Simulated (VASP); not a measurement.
The system is SiC4.

```
Si C
1.0
     3.11441    0.00000    0.00000
     0.00000    3.11441    0.00000
     0.00000    0.00000    3.96938
Si C
1 4
Direct
  0.50000 0.50000 0.00000
  0.00000 0.50000 0.68193
  0.50000 0.00000 0.68193
  0.00000 0.50000 0.31807
  0.50000 0.00000 0.31807
```

| Quantity | Value |
| --- | --- |
| Program | VASP 6.6.1 |
| Task | relaxation of cell and atoms |
| Functional | PBE |
| Potentials or basis | VASP PAW PBE potentials, release 64 (Si, C) |
| Cutoff | 600 eV |
| k mesh | 6 × 6 × 4 |
| Occupations | gaussian, width 0.1 eV |
| Spin | no spin polarisation |

At the start: pressure 1.2 GPa; volume 7.70 Å³/atom.

Problem. How do energy, volume and symmetry change on relaxing?

Solution. Over 8 steps the energy falls by 7.7 meV/atom and the volume is 7.91 Å³/atom (+2.8 %); space group P4/mmm (No. 123, to 0.05 Å).

The path:
```csv
step,energy change (eV),largest force (eV/Å),pressure (GPa),volume (Å³)
1,0.0000,0.5785,1.17,38.50
2,0.0749,2.1666,10.17,38.81
3,-0.0231,0.0852,4.31,38.61
4,-0.0232,0.1436,4.51,38.62
5,-0.0353,0.3362,-0.34,39.79
6,-0.0370,0.2760,0.92,39.49
7,-0.0219,0.7096,-3.60,39.84
8,-0.0387,0.0171,-0.19,39.57
```

Final structure:
```
CELL_PARAMETERS angstrom
3.16181 0.00000 0.00000
0.00000 3.16181 0.00000
0.00000 0.00000 3.95843
ATOMIC_POSITIONS crystal
Si 0.50000 0.50000 0.00000
C 0.00000 0.50000 0.67953
C 0.50000 0.00000 0.67953
C 0.00000 0.50000 0.32047
C 0.50000 0.00000 0.32047
```

Caveat: the k points lie up to 0.40 Å⁻¹ apart in the final cell.
